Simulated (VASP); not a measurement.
Write the native input for VASP 6.6.1 that does the following.

* Task: single point
* Functional: PBEsol
* Potentials or basis: VASP PAW PBE potentials, release 64 (Si, Mo_sv)
* Cutoff: 520 eV
* k mesh: 8 × 6 × 24
* Occupations: gaussian, width 0.1 eV
* Spin: no spin polarisation
* Dipole correction: no
* Further INCAR settings: ALGO = Normal; EDIFF = 1e-06; NBANDS = 18; ISYM = 0

The structure of Si2Mo lies in POSCAR:

```
Si2Mo
1.0
    4.5146191226      0.0000000000      0.0000000000
    1.1334210324      6.2809424447      0.0000000000
   -1.1270660301      2.6337228919      1.4034862295
Si Mo
2 1
Direct
    0.6649403354      0.6649403354      0.3350596646
    0.3350596646      0.3350596646      0.6649403354
    0.0000000000      0.0000000000      0.0000000000
```

These files were run (other wordings do the same):

INCAR

```
SYSTEM = Si2Mo
PREC = Accurate
ENCUT = 520
EDIFF = 1E-6
ISMEAR = 0
SIGMA = 0.1
LREAL = .FALSE.
LASPH = .TRUE.
NELM = 100
ALGO = Normal
ISIF = 2
LWAVE = .FALSE.
LCHARG = .TRUE.
GGA = PS
LELF = .TRUE.
LVHAR = .TRUE.
ISYM = 0
NBANDS = 18
```

KPOINTS

```
Automatic mesh
0
G
  8 6 24
  0 0 0
```

Potentials or basis: VASP PAW PBE potentials, release 64 (Si, Mo_sv).

Run with:

```console
$ cat potpaw_PBE.64/Si/POTCAR potpaw_PBE.64/Mo_sv/POTCAR > POTCAR
$ mpirun -np 1 vasp_std > vasp.out
```

It gave:

* Pressure: 0.4 GPa
* Band gap on the k mesh: zero (bands 11 and 12 overlap by 0.84 eV)

Caveat: the PAW data sets were made with another functional, which shifts forces and pressure a little.

It took 3.9 min on 1 thread of Intel(R) Xeon(R) Platinum 8488C (Sapphire Rapids) (shared host), peak memory 0.5 GiB.
